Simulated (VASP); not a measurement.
Wanted: the native input for a VASP 6.6.1 run.

```yaml
Task: single point
Functional: LDA
Potentials_or_basis: VASP PAW LDA potentials, release 64 (Ta_pv, Bi_d)
Cutoff: 520 eV
k_mesh: 11 × 11 × 11
Occupations: fermi-dirac, width 0.08 eV
Spin: no spin polarisation
Dipole_correction: no
Further_INCAR_settings: ALGO = Normal; EDIFF = 1e-06; NBANDS = 20
```

The structure of TaBi (rocksalt type) lies in POSCAR:

```
TaBi
1.0
    0.0000000000      2.8023731453      2.8023731453
    2.8023731453      0.0000000000      2.8023731453
    2.8023731453      2.8023731453      0.0000000000
Ta Bi
1 1
Direct
    0.0000000000      0.0000000000      0.0000000000
    0.5000000000      0.5000000000      0.5000000000
```

This cell differs from its parent crystal: volume scaled by 0.95.

These files were run (other wordings do the same):

INCAR

```
SYSTEM = TaBi
PREC = Accurate ; ENCUT = 520
EDIFF = 1E-6 ; ISMEAR = -1
SIGMA = 0.08 ; LREAL = .FALSE.
LASPH = .TRUE. ; NELM = 80
ALGO = Normal ; ISIF = 2
LWAVE = .FALSE. ; LCHARG = .FALSE.
GGA = CA ; NBANDS = 20
```

KPOINTS

```
regular mesh
0
G
  11 11 11
  0 0 0
```

Potentials or basis: VASP PAW LDA potentials, release 64 (Ta_pv, Bi_d).

Command:

```console
$ cat potpaw_LDA.64/Ta_pv/POTCAR potpaw_LDA.64/Bi_d/POTCAR > POTCAR
$ mpirun -np 1 vasp_std > vasp.out
```

It gave:

```json
{"Pressure": "7.1 GPa", "Band gap on the k mesh": "zero (band 13 reaches 9.15 eV, above the bottom of band 14 at 8.09 eV)"}
```

Caveat: spin-orbit coupling is left out, which moves the levels of the heavy elements.

It took 19 s on 1 thread of Intel(R) Xeon(R) 6975P-C (Granite Rapids), with other jobs on the host, peak memory 0.18 GiB.
